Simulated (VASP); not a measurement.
# Al (P6/mmm) in VASP: a series of runs, part 2 of 2

VASP 6.6.1.

**4. Relaxation of cell and atoms, PBE, target pressure 54 GPa, at which the enthalpy is minimised**

This run uses another cell than the first one, of 12.05 Å³/atom, 0.941 times its volume.

INCAR

```
SYSTEM = Al
PREC     = Accurate       ! precision mode
ENCUT    = 600            ! plane-wave cutoff, eV
EDIFF    = 1E-6           ! SCF threshold, eV
ISMEAR   = -1             ! smearing method
SIGMA    = 0.1            ! smearing width, eV
LREAL    = .FALSE.        ! projectors in reciprocal space
LASPH    = .TRUE.         ! aspherical terms in the spheres
NELM     = 60             ! most SCF steps
ALGO     = Normal         ! electronic algorithm
ISIF     = 3              ! what is computed and relaxed
LWAVE    = .FALSE.        ! write WAVECAR
LCHARG   = .FALSE.        ! write CHGCAR
GGA      = PE             ! functional
IBRION   = 2              ! ionic algorithm
NSW      = 60             ! ionic steps
EDIFFG   = -0.005         ! ionic threshold
PSTRESS  = 540.0
```

KPOINTS

```
Automatic mesh
0
G
  18 18 16
  0 0 0
```

POSCAR

```
Al
1.0
    2.4554071787      0.0000000000      0.0000000000
   -1.2277035893      2.1264449934      0.0000000000
    0.0000000000      0.0000000000      2.3080827479
Al
1
Direct
    0.0000000000      0.0000000000      0.0000000000
```

Potentials or basis: VASP PAW PBE potentials, release 64 (Al).

Started as:

```sh
$ cat potpaw_PBE.64/Al/POTCAR > POTCAR
$ mpirun -np 1 vasp_std > vasp.out
```

OUTCAR:

```text
SYSTEM = Al
   PREC = Accurate
   ENCUT = 600
   EDIFF = 1E-6
   ISMEAR = -1
   LREAL = .FALSE.
   LASPH = .TRUE.
   NELM = 60
   ISIF = 3
   GGA = PE
   IBRION = 2
   NSW = 60
   EDIFFG = -0.005
   PSTRESS = 540.0

 ion  position               nearest neighbor table
   1  0.000  0.000  0.000-

  LATTYP: Found a hexagonal cell.
 ALAT       =     2.4554071787
 C/A-ratio  =     0.9400000000

  Lattice vectors:

 A1 = (   2.4554071787,   0.0000000000,   0.0000000000)
 A2 = (  -1.2277035893,   2.1264449934,   0.0000000000)
 A3 = (   0.0000000000,   0.0000000000,   2.3080827479)

Analysis of symmetry for initial positions (statically):
=====================================================================
 Subroutine PRICEL returns:
 Original cell was already a primitive cell.

 Routine SETGRP: Setting up the symmetry group for a
 hexagonal supercell.

 Subroutine GETGRP returns: Found 24 space group operations
 (whereof 24 operations were pure point group operations)
 out of a pool of 24 trial point group operations.

The static configuration has the point symmetry D_6h.

[... 156 lines left out ...]
  ---------------------------------------------------
  free energy    TOTEN  =        -2.47385036 eV

  energy without entropy =       -2.46037063  energy(sigma->0) =       -2.46711050

------------------------ aborting loop because EDIFF is reached ----------------------------------------

  FORCE on cell =-STRESS in cart. coord.  units (eV):
  Direction    XX          YY          ZZ          XY          YZ          ZX
  --------------------------------------------------------------------------------------
  -------------------------------------------------------------------------------------
  Total        4.6130994      4.6130994      6.6658662      0.0000000      0.0000000     -0.0000000
  in kB      613.3019468    613.3019468    886.2130244      0.0000000      0.0000000     -0.0000000
  external PRESSURE =     164.2723060 kB  Pullay stress =     540.0000000 kB
[... 24 lines left out ...]
--------------------------------------- Ionic step        2  -------------------------------------------

 number of electron       3.0000000 magnetization

 E-fermi :   9.3550     XC(G=0): -10.6870

 val. band max:        9.3535558447   @ k =   0.2778   0.2222   0.0000
 cond. band min:       9.3552300040   @ k =   0.0556   0.0556   0.2500
 fundamental gap:      0.0016741593
 Fermi energy:         9.3550277538

 k-point     1 :       0.0000    0.0000    0.0000
  band No.  band energies     occupation
      1      -2.6466      2.00000
      2      16.9202      0.00000
      3      17.9460      0.00000
      4      24.2309      0.00000
      5      24.2309      0.00000
[... 331 lines left out ...]
--------------------------------------- Ionic step        6  -------------------------------------------

 number of electron       3.0000000 magnetization

 Free energy of the ion-electron system (eV)
  ---------------------------------------------------
  ext. energy  EPLUGINS =         0.00000000
  ---------------------------------------------------
  free energy    TOTEN  =        -2.80297959 eV

  energy without entropy =       -2.78927944  energy(sigma->0) =       -2.79612951

 E-fermi :  10.6758     XC(G=0): -11.1221

 val. band max:       10.6473512259   @ k =   0.3889   0.0556   0.3125
 cond. band min:      10.6820399631   @ k =   0.3333   0.3333   0.3750
 fundamental gap:      0.0346887372
 Fermi energy:        10.6758027701

 k-point     1 :       0.0000    0.0000    0.0000
  band No.  band energies     occupation
      1      -2.1189      2.00000
      2      19.1137      0.00000
      3      21.4176      0.00000
      4      25.7725      0.00000
      5      25.7725      0.00000
[... 216 lines left out ...]
  energy  without entropy=       -2.7892794368  energy(sigma->0) =       -2.79612951

  enthalpy is  TOTEN    =         1.5165081700 eV   P V=        4.3194877561

 reached required accuracy - stopping structural energy minimisation
```

OSZICAR:

```text
N       E                     dE             d eps       ncg     rms          rms(c)
DAV:   1     0.421134973902E+00    0.42113E+00   -0.10836E+03  3385   0.403E+02
DAV:   2    -0.249805305532E+01   -0.29192E+01   -0.26966E+01  4590   0.383E+01
[... 37 lines left out ...]
   5 F= 0.15192566E+01 E0= 0.15261223E+01  d E =-.175999E-03
       N       E                     dE             d eps       ncg     rms          rms(c)
DAV:   1    -0.280364348920E+01   -0.41931E-01   -0.30006E-02  4095   0.103E+00    0.144E-01
DAV:   2    -0.280317042108E+01    0.47307E-03   -0.55359E-04  3780   0.170E-01    0.719E-02
DAV:   3    -0.280297932984E+01    0.19109E-03   -0.46852E-04  4045   0.108E-01    0.728E-03
DAV:   4    -0.280297985509E+01   -0.52525E-06   -0.11243E-05  3500   0.317E-02    0.780E-03
DAV:   5    -0.280297958605E+01    0.26904E-06   -0.10547E-07  1800   0.272E-03
   6 F= 0.15165082E+01 E0= 0.15233582E+01  d E =-.292444E-02
```

Wall time 34 s (1 thread of Intel Xeon Platinum 8559C (Emerald Rapids), shared host); peak memory 0.14 GiB.

What came out:

```
Free energy                                            : -2.8030 eV
Relaxed volume                                         : 12.82 Å³/atom
Relaxed cell                                           : a = 2.464 Å, b = 2.464 Å, c = 2.438 Å, α = 90.00°, β = 90.00°, γ = 120.00°
Space group after relaxing (to 0.05 Å)                 : P6/mmm (No. 191)
Energy change on relaxing (the enthalpy is what falls) : -329.1 meV/atom
Ionic steps                                            : 6
Pressure after relaxing                                : 54.0 GPa
```

Step by step:
```tsv
step	energy change (eV)	largest force (eV/Å)	pressure (GPa)	volume (Å³)
1	0.0000	0.0000	70.43	12.05
2	-0.7029	0.0000	31.77	14.30
3	-0.3763	0.0000	51.10	12.96
4	-0.3658	0.0000	51.67	12.93
5	-0.2879	0.0000	56.50	12.70
6	-0.3291	0.0000	54.03	12.82
```

Final structure:
```cif
data_structure
_symmetry_space_group_name_H-M 'P 1'
_symmetry_Int_Tables_number 1
_cell_length_a 2.4639
_cell_length_b 2.4639
_cell_length_c 2.4376
_cell_angle_alpha 90.000
_cell_angle_beta 90.000
_cell_angle_gamma 120.000
_cell_volume 12.82
loop_
_atom_site_label
_atom_site_type_symbol
_atom_site_fract_x
_atom_site_fract_y
_atom_site_fract_z
_atom_site_occupancy
Al1 Al 0.00000 0.00000 0.00000 1
```

Levels at points of the mesh, in eV from the Fermi level:
```
           k point  band 1  band 2  band 3  band 4  band 5
(0.00, 0.00, 0.00)  -12.79    8.44   10.74   15.10   15.10
(0.50, 0.00, 0.00)   -5.46   -4.41    8.75   10.09   16.12
(0.00, 0.00, 0.50)   -6.97   -6.54   18.15   18.15   20.43
(0.50, 0.00, 0.50)   -0.74    0.60    1.35    2.17   14.94
```

Caveat: the cell is relaxed towards a set pressure, so the enthalpy falls and the energy may rise.

**5. Relaxation of cell and atoms, PBE, target pressure 54 GPa, at which the enthalpy is minimised**

INCAR

```
SYSTEM = Al
PREC = Accurate
ENCUT = 600
EDIFF = 1E-7
ISMEAR = -1
SIGMA = 0.1
LREAL = .False.
LASPH = .True.
NELM = 80
ALGO = Normal
ISIF = 3
LWAVE = .False.
LCHARG = .False.
GGA = PE
IBRION = 2
NSW = 32
EDIFFG = -0.005
PSTRESS = 540.0
```

KPOINTS

```
Automatic mesh
0
Gamma
  18 18 16
  0 0 0
```

POSCAR

```
Al
1.0
    2.4636811778      0.0000000000      0.0000000000
   -1.2318405889      2.1336104868      0.0000000000
    0.0000000000      0.0000000000      2.4373823651
Al
1
Direct
    0.0000000000      0.0000000000      0.0000000000
```

Started as:

```sh
$ cat potpaw_PBE.64/Al/POTCAR > POTCAR
$ mpirun -np 1 vasp_std > vasp.out
```

It took 21 s on 1 thread of Intel Xeon Platinum 8559C (Emerald Rapids), shared host; peak memory 0.13 GiB.

The run converged. Its results:

```
Free energy                                            : -2.8034 eV
Relaxed volume                                         : 12.82 Å³/atom
Relaxed cell                                           : a = 2.464 Å, b = 2.464 Å, c = 2.438 Å, α = 90.00°, β = 90.00°, γ = 120.00°
Space group after relaxing (to 0.05 Å)                 : P6/mmm (No. 191)
Energy change on relaxing (the enthalpy is what falls) : -1.6 meV/atom
Ionic steps                                            : 3
Pressure after relaxing                                : 54.0 GPa
```

Step by step:
| step | energy change (eV) | largest force (eV/Å) | pressure (GPa) | volume (Å³) |
| --- | --- | --- | --- | --- |
| 1 | 0.0000 | 0.0000 | 54.10 | 12.81 |
| 2 | -0.0049 | 0.0000 | 53.82 | 12.83 |
| 3 | -0.0016 | 0.0000 | 54.00 | 12.82 |

Final structure:
```yaml
crystal:
  lattice:
    - [2.46396, 0.00000, 0.00000]
    - [-1.23198, 2.13385, 0.00000]
    - [0.00000, 0.00000, 2.43772]
  atoms:
    - { symbol: Al, position: [0.00000, 0.00000, 0.00000] }
```

Levels at points of the mesh, in eV from the Fermi level:
```csv
k point,band 1,band 2,band 3,band 4,band 5
"(0.00, 0.00, 0.00)",-12.79,8.44,10.74,15.10,15.10
"(0.50, 0.00, 0.00)",-5.46,-4.41,8.75,10.09,16.12
"(0.00, 0.00, 0.50)",-6.97,-6.54,18.15,18.15,20.43
"(0.50, 0.00, 0.50)",-0.74,0.60,1.35,2.17,14.94
```

Caveat: the cell is relaxed towards a set pressure, so the enthalpy falls and the energy may rise.

**6. The runs side by side**

```tsv
task	cell	cutoff (eV)	gap on the mesh (eV)	pressure (GPa)
single point	a = 2.464, b = 2.464, c = 2.437 Å, angles 90.0, 90.0, 120.0°, 1 atom	520	none	54.1
single point	a = 2.463, b = 2.463, c = 2.436 Å, angles 90.0, 90.0, 120.0°, 1 atom	520	none	54.4
relaxation of cell and atoms	relaxed to 54 GPa from a = 2.455, b = 2.455, c = 2.308 Å, angles 90.0, 90.0, 120.0°, 1 atom	600	none	54.0
relaxation of cell and atoms	relaxed to 54 GPa from a = 2.464, b = 2.464, c = 2.437 Å, angles 90.0, 90.0, 120.0°, 1 atom	600	none	54.0
```

Alike in all rows: level PBE; potentials or basis VASP PAW PBE potentials, release 64 (Al); no spin polarisation; k mesh 18 × 18 × 16; smearing fermi-dirac 0.1 eV.

Caveats: the cell is relaxed towards a set pressure, so the enthalpy falls and the energy may rise (some runs).

Total energies depend on the potentials used, so only differences within one code and one set of settings carry meaning.
